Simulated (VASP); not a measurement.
# Te2Mo in VASP: further runs, part 2 of 2

VASP 6.6.1. The steps go on from the part before.

**4. Single point, revPBE+D4**

This run uses another cell than the first one.

File INCAR:

```
PREC     = Accurate       # precision mode
ENCUT    = 520            # plane-wave cutoff, eV
EDIFF    = 1E-6           # SCF threshold, eV
ISMEAR   = -1             # smearing method
SIGMA    = 0.05           # smearing width, eV
LREAL    = False          # projectors in reciprocal space
LASPH    = True           # aspherical terms in the spheres
NELM     = 100            # most SCF steps
ALGO     = Normal         # electronic algorithm
ISIF     = 2              # what is computed and relaxed
LWAVE    = False          # write WAVECAR
LCHARG   = False          # write CHGCAR
GGA      = RE             # functional
IVDW     = 13             # dispersion correction
NBANDS   = 35             # bands
```

File KPOINTS:

```
regular mesh
0
Gamma
  4 8 1
```

File POSCAR:

```
Te2Mo
1.0
    6.3189123666      0.0000000000      0.0000000000
    0.0000000000      3.4570439464      0.0000000000
   -0.0851657613      0.0000000000     35.9330919416
Te Mo
4 2
Direct
    0.4292511000      0.7500000000      0.5407035800
    0.5707489000      0.2500000000      0.4592964200
    0.9208478700      0.2500000000      0.5565273200
    0.0791521300      0.7500000000      0.4434726800
    0.1813475600      0.2500000000      0.4974653700
    0.8186524400      0.7500000000      0.5025346300
```

Potentials or basis: VASP PAW PBE potentials, release 64 (Te, Mo_sv).

Run with:

```bash
$ cat potpaw_PBE.64/Te/POTCAR potpaw_PBE.64/Mo_sv/POTCAR > POTCAR
$ mpirun -np 1 vasp_std > vasp.out
```

OUTCAR:

```text
PREC = Accurate
   ENCUT = 520
   EDIFF = 1E-6
   ISMEAR = -1
   LREAL = False
   LASPH = True
   NELM = 100
   ISIF = 2
   GGA = RE
   IVDW = 13

 ion  position               nearest neighbor table
   1  0.429  0.750  0.541-   5 2.80   5 2.80   6 2.82   2 3.52   2 3.52   3 3.60   3 3.60
   2  0.571  0.250  0.459-   6 2.80   6 2.80   5 2.82   1 3.52   1 3.52   4 3.60   4 3.60
   3  0.921  0.250  0.557-   6 2.68   6 2.68   5 2.69   1 3.60   1 3.60
   4  0.079  0.750  0.443-   5 2.68   5 2.68   6 2.69   2 3.60   2 3.60
   5  0.181  0.250  0.497-   4 2.68   4 2.68   3 2.69   1 2.80   1 2.80   2 2.82   6 2.88   6 2.88

   6  0.819  0.750  0.503-   3 2.68   3 2.68   4 2.69   2 2.80   2 2.80   1 2.82   5 2.88   5 2.88

  LATTYP: Found a simple monoclinic cell.
 ALAT       =     6.3189123666
 B/A-ratio  =     0.5470947761
 C/A-ratio  =     5.6866104138
 COS(beta)  =    -0.0023701139

  Lattice vectors:

 A1 = (   6.3189123666,   0.0000000000,   0.0000000000)
 A2 = (   0.0000000000,   3.4570439464,   0.0000000000)
 A3 = (  -0.0851657613,   0.0000000000,  35.9330919416)

Analysis of symmetry for initial positions (statically):
=====================================================================
 Subroutine PRICEL returns:
 Original cell was already a primitive cell.

 Routine SETGRP: Setting up the symmetry group for a
 simple monoclinic supercell.

 Subroutine GETGRP returns: Found  4 space group operations
 (whereof  2 operations were pure point group operations)
 out of a pool of  4 trial point group operations.

The static configuration has the point symmetry S_2 .
 The point group associated with its full space group is C_2h.

Analysis of symmetry for dynamics (positions and initial velocities):
=====================================================================
 Subroutine PRICEL returns:
 Original cell was already a primitive cell.

 Routine SETGRP: Setting up the symmetry group for a
[... 126 lines left out ...]
  volume/ion in A,a.u.               =     130.82       882.85
  Fermi-wavevector in a.u.,A,eV,Ry     =   0.662413  1.251779  5.970109  0.438791
  Thomas-Fermi vector in A             =   1.735474
   LORBIT       =      0    0 simple, 1 ext, 2 COOP (PROOUT), +10 PAW based schemes
   GGA     = RE    functional components
   LHFCALC =     F    Hartree Fock is set to
   AEXX    =    0.0000 exact exchange contribution
   IVDW    =    13    specifies the selected vdW correction
   LEPSILON=     F    determine dielectric tensor
   LRPA    =     F    only Hartree local field effects (RPA)
 non-spin polarized calculation
  energy-cutoff  :      520.00
  volume of cell :      784.95
 maximum number of plane-waves:     21257
 NGX is ok and might be reduce to    48
   NGX = 23   NGY = 13   NGZ =133

 number of electron      51.9999996 magnetization

 Free energy of the ion-electron system (eV)
  ---------------------------------------------------
  ext. energy  EPLUGINS =         0.00000000
  ---------------------------------------------------
  free energy    TOTEN  =       -33.87149496 eV

  energy without entropy =      -33.86298599  energy(sigma->0) =      -33.86724047

 E-fermi :  -2.0425     XC(G=0):  -2.3399

 val. band max:       -2.1856559743   @ k =   0.0000   0.1250   0.0000
 cond. band min:      -2.0377251919   @ k =   0.0000   0.1250   0.0000
 fundamental gap:      0.1479307823
 Fermi energy:        -2.0425306787

 k-point     1 :       0.0000    0.0000    0.0000
  band No.  band energies     occupation
      1     -63.0429      2.00000
      2     -62.9803      2.00000
      3     -37.3052      2.00000
      4     -37.2516      2.00000
      5     -37.1924      2.00000
      6     -37.0780      2.00000
[... 559 lines left out ...]
     34       1.4898      0.00000
     35       2.5975      0.00000

------------------------ aborting loop because EDIFF is reached ----------------------------------------

  DFT-D4 for vdW energy calculation

  Edisp (eV):   -4.21168

  FORCE on cell =-STRESS in cart. coord.  units (eV):
  Direction    XX          YY          ZZ          XY          YZ          ZX
  --------------------------------------------------------------------------------------
  -------------------------------------------------------------------------------------
  Total      -0.26786    -0.88582     2.13805     0.00000     0.00000     0.09340
  in kB      -0.54673    -1.80807     4.36402     0.00000     0.00000     0.19064
  external pressure =        0.67 kB  Pullay stress =        0.00 kB

 VOLUME and BASIS-vectors are now :
 -----------------------------------------------------------------------------
  energy-cutoff  :      520.00
  volume of cell :      784.95
      direct lattice vectors                 reciprocal lattice vectors
     6.318912367  0.000000000  0.000000000     0.158255083  0.000000000  0.000375084
     0.000000000  3.457043946  0.000000000     0.000000000  0.289264474  0.000000000
    -0.085165761  0.000000000 35.933091942     0.000000000  0.000000000  0.027829500

 POSITION                                       TOTAL-FORCE (eV/Angst)
 -----------------------------------------------------------------------------------
      2.66635      2.59278     19.42915         0.070861     -0.000000      0.138719
      3.56740      0.86426     16.50394        -0.070861     -0.000000     -0.138719
      5.77136      0.86426     19.99775        -0.020106      0.000000      0.429689
      0.46239      2.59278     15.93534         0.020106     -0.000000     -0.429689
      1.10355      0.86426     17.87547         0.184386     -0.000000      0.054261
      5.13019      2.59278     18.05762        -0.184386     -0.000000     -0.054261
 -----------------------------------------------------------------------------------
    total drift:                                0.000000     -0.000000     -0.000000

  FREE ENERGIE OF THE ION-ELECTRON SYSTEM (eV)
  ---------------------------------------------------
  free  energy   TOTEN  =       -38.0831779207 eV

  energy  without entropy=      -38.0746689466  energy(sigma->0) =      -38.07892343
```

Wall time 6.6 min (1 thread of Intel Xeon 6975P-C (Granite Rapids), shared host); peak memory 0.89 GiB.

What came out:

```
Free energy                : -38.0832 eV
Largest force              : 0.430 eV/Å
Band gap on the k mesh     : zero (bands 26 and 27 overlap by 0.19 eV)
Dispersion energy per atom : -0.702 eV
```

Forces in eV/Å, atoms in the order of the input:
```
Te   0.071  0.000  0.139
Te  -0.071  0.000 -0.139
Te  -0.020  0.000  0.430
Te   0.020  0.000 -0.430
Mo   0.184  0.000  0.054
Mo  -0.184  0.000 -0.054
```

Caveat: there is no dipole correction, which matters where the two faces differ; the PAW data sets were made with another functional, which shifts forces and pressure a little; spin-orbit coupling is left out, which moves the levels of the heavy elements.

**5. Summary**

```tsv
cell	gap on the mesh (eV)	largest force (eV/Å)
a = 6.232, b = 3.409, c = 35.437 Å, angles 90.0, 90.1, 90.0°, 6 atoms	none	1.28
a = 6.276, b = 3.433, c = 35.687 Å, angles 90.0, 90.1, 90.0°, 6 atoms	none	0.81
a = 6.319, b = 3.457, c = 35.933 Å, angles 90.0, 90.1, 90.0°, 6 atoms	none	0.43
```

Alike in all rows: task single point; level revPBE+D4; potentials or basis VASP PAW PBE potentials, release 64 (Te, Mo_sv); no spin polarisation; k mesh 4 × 8 × 1; cutoff (eV) 520; smearing fermi-dirac 0.05 eV.

Caveats: there is no dipole correction, which matters where the two faces differ; the PAW data sets were made with another functional, which shifts forces and pressure a little; spin-orbit coupling is left out, which moves the levels of the heavy elements.

Absolute energies hang on the potentials; compare differences alone.

The gap in the log of VASP goes by the Fermi energy; the results here count the filled bands.